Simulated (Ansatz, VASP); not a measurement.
# Two plane-wave programs on C

INCAR

```
SYSTEM = C
  ALGO = Normal
  EDIFF = 1E-6
  ENCUT = 520
  ISIF = 2
  ISMEAR = 1
  LASPH = .True.
  LCHARG = .False.
  LREAL = .False.
  LWAVE = .False.
  NBANDS = 16
  NELM = 100
  PREC = Accurate
  SIGMA = 0.3
```

KPOINTS

```
k-points
0
Gamma
  15 15 5
  0 0 0
```

Contents of POSCAR:

```
C
1.0
    2.4449954633      0.0000000000      0.0000000000
   -1.2224977317      2.1174281834      0.0000000000
    0.0000000000      0.0000000000      6.6104633561
C
4
Direct
    1.0000000000      1.0000000000      0.2500000000
    0.0000000000      0.0000000000      0.7500000000
    0.3333333333      0.6666666667      0.2500000000
    0.6666666667      0.3333333333      0.7500000000
```

Input for Ansatz:

```yaml
crystal:
  lattice:
    - [2.4449954633, 0.0, 0.0]
    - [-1.2224977317, 2.1174281834, 0.0]
    - [0.0, 0.0, 6.6104633561]
  atoms:
    - { symbol: C, position: [1.0, 1.0, 0.25] }
    - { symbol: C, position: [0.0, 0.0, 0.75] }
    - { symbol: C, position: [0.3333333333, 0.6666666667, 0.25] }
    - { symbol: C, position: [0.6666666667, 0.3333333333, 0.75] }
hamiltonian:
  xc: lda
  pseudopotentials:
    kind: paw
    azcp:
      C: "pseudopotentials/C.paw.azcp"
basis:
  ecutwfc: 420
  fft_grid_basis: typed
kpoints:
  mp_grid: { grid: [15, 15, 5], shift: [0, 0, 0] }
magnetization:
  spin_polarized: false
scf:
  occupations: { method: cold, width: 0.3 }
  lower_state_search: "off"
output:
  stress: true
```

Alike in both runs: task single point; functional LDA; k mesh 15 × 15 × 5; no spin polarisation.

|  | VASP | Ansatz |
| --- | --- | --- |
| version | VASP 6.6.1 | Ansatz 0.2.0 |
| potentials or method | VASP PAW LDA potentials, release 64 (C), cutoff 520 eV | plane waves (420 eV) with PAW, scalar-relativistic |
| occupations | methfessel-paxton of order 1, width 0.3 eV | cold, width 0.3 eV |
| valence electrons in the cell | 16 | 16 |

```csv
,VASP,Ansatz,Ansatz less VASP
pressure (GPa),0.8,0.0,-0.82
"traceless stress, the component that is largest in VASP (GPa)",-0.83,0.12,+0.951
```

Ansatz warns that its potentials were made for another functional, while VASP's fit it. LDA's correlation is that of Perdew and Zunger in VASP and of Perdew and Wang (1992) in Ansatz.
